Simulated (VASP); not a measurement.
## TiW2C3: single point with PBE

TiW2C3:

```
CELL_PARAMETERS angstrom
3.45337 0.00000 0.00000
-1.72668 2.99070 0.00000
0.00000 0.00000 8.45899
ATOMIC_POSITIONS crystal
Ti 0.00000 0.00000 0.00000
W 0.33333 0.66667 0.33333
W 0.66667 0.33333 0.66667
C 0.33333 0.66667 0.83333
C 0.66667 0.33333 0.16667
C 0.00000 0.00000 0.50000
```

```json
{"Program": "VASP 6.6.1", "Task": "single point", "Functional": "PBE", "Potentials or basis": "VASP PAW PBE potentials, release 64 (Ti_sv, W_sv, C)", "Cutoff": "520 eV", "k mesh": "6 × 6 × 2", "Occupations": "gaussian, width 0.1 eV", "Spin": "no spin polarisation", "Dipole correction": "no", "Further INCAR settings": "ALGO = Normal; EDIFF = 1e-07; NBANDS = 35"}
```

```
Pressure               : -53.4 GPa
Largest force          : 0.976 eV/Å
Band gap on the k mesh : zero (band 26 reaches 7.57 eV, above the bottom of band 27 at 6.88 eV)
```

Forces in eV/Å, atoms in the order of the input:
```
Ti   0.000  0.000  0.000
W    0.000  0.000 -0.307
W    0.000  0.000  0.307
C    0.000  0.000 -0.976
C    0.000  0.000  0.976
C    0.000  0.000  0.000
```

Stress tensor (GPa, compression positive):
```
-54.27   0.00   0.00
  0.00 -54.27   0.00
  0.00   0.00 -51.55
```

Levels at points of the mesh, in eV from the Fermi level:
```tsv
k point	band 22	band 23	band 24	band 25	band 26	band 27	band 28	band 29	band 30	band 31
(0.00, 0.00, 0.00)	-1.26	-1.26	-1.10	-0.13	-0.13	-0.09	-0.09	-0.09	0.03	0.03
(0.50, 0.00, 0.00)	-3.00	-2.69	-1.41	-1.39	-0.11	0.40	0.67	0.70	0.99	1.26
(0.00, 0.00, 0.50)	-2.33	-1.66	-1.66	-1.03	-1.03	-0.38	-0.38	0.12	0.21	0.87
(0.50, 0.00, 0.50)	-2.91	-2.47	-2.12	-1.17	-0.92	0.67	0.82	1.00	1.26	1.36
```

Run time: 31 s on 1 thread of Intel(R) Xeon(R) 6975P-C (Granite Rapids), on a shared host, peak memory 0.22 GiB.

Caveat: the k points lie up to 0.37 Å⁻¹ apart; spin-orbit coupling is left out, which moves the levels of the heavy elements.
